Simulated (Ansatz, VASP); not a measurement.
**WO: VASP beside Ansatz**

Contents of INCAR:

```
SYSTEM = WO
  ALGO = Normal
  EDIFF = 1E-7
  EDIFFG = -0.01
  ENCUT = 600
  GGA = PE
  IBRION = 2
  ISIF = 3
  ISMEAR = 0
  ISPIN = 2
  LASPH = .TRUE.
  LCHARG = .FALSE.
  LDAU = .TRUE.
  LDAUJ = 0 0
  LDAUL = 2 -1
  LDAUPRINT = 1
  LDAUTYPE = 2
  LDAUU = 6.2 0
  LMAXMIX = 4
  LORBIT = 11
  LREAL = .FALSE.
  LWAVE = .FALSE.
  MAGMOM = 1.13 0
  NELM = 150
  NSW = 100
  PREC = Accurate
  SIGMA = 0.02
```

The input KPOINTS:

```
k-points
0
G
  10 10 10
  0 0 0
```

The input POSCAR:

```
WO
1.0
    0.0000000000      2.4125935863      2.4125935863
    2.4125935863      0.0000000000      2.4125935863
    2.4125935863      2.4125935863      0.0000000000
W O
1 1
Direct
    0.0000000000      0.0000000000      0.0000000000
    0.2500000000      0.2500000000      0.2500000000
```

Input for Ansatz:

```yaml
crystal:
  lattice:
    - [0.0, 2.4125935863, 2.4125935863]
    - [2.4125935863, 0.0, 2.4125935863]
    - [2.4125935863, 2.4125935863, 0.0]
  atoms:
    - { symbol: W, position: [0.0, 0.0, 0.0], spin: 1.13 }
    - { symbol: O, position: [0.25, 0.25, 0.25] }
basis:
  ecutwfc: 420
kpoints:
  mp_grid: { grid: [10, 10, 10] }
hamiltonian:
  xc: pbe
  hubbard: { sites: [{ species: W, l: d, u_eff: 6.2 }] }
scf:
  occupations: { method: gaussian, width: 0.02 }
output:
  forces: true
  stress: true
  eigenvalues: true
  populations: true
  write_density: true
  write_potential: true
  elf: true
  volumetric_format: npy
magnetization:
  spin_polarized: true
relax:
  adjacent_minimum: "off"
  f_tol: 0.01
  max_steps: 80
  cell: { stress_tol: 0.05 }
```

Alike in both runs: task relaxation of cell and atoms; functional PBE; k mesh 10 × 10 × 10; occupations gaussian, width 0.02 eV; collinear spin; Hubbard terms W d U = 6.2 eV.

|  | VASP | Ansatz |
| --- | --- | --- |
| version | VASP 6.6.1 | Ansatz 0.2.0 |
| potentials or method | VASP PAW PBE potentials, release 64 (W_sv, O), cutoff 600 eV | scalar-relativistic, plane waves, PAW |
| valence electrons in the cell | 20 | 20 |

Ansatz gave:

```
gap on the k mesh at the Fermi level, each at its own relaxed structure (eV) : 1.15
net moment per atom (μB)                                                     : 1.00
size of the moment on the site where the two differ most (μB)                : 1.03
relaxed volume (Å³/atom)                                                     : 14.05
relaxed cell length with the largest relative difference (Å)                 : 3.412
```

Question: Estimate VASP's values.

Answer: gap on the k mesh at the Fermi level, each at its own relaxed structure (eV): 0.67; net moment per atom (μB): 1.00; size of the moment on the site where the two differ most (μB): 1.73; relaxed volume (Å³/atom): 14.45; relaxed cell length with the largest relative difference (Å): 3.445.

Site moments also hang on the region over which each program counts them. The programs project onto different local orbitals, so the same U acts differently, and such runs can settle in different states.

Neither program's run includes spin-orbit coupling.
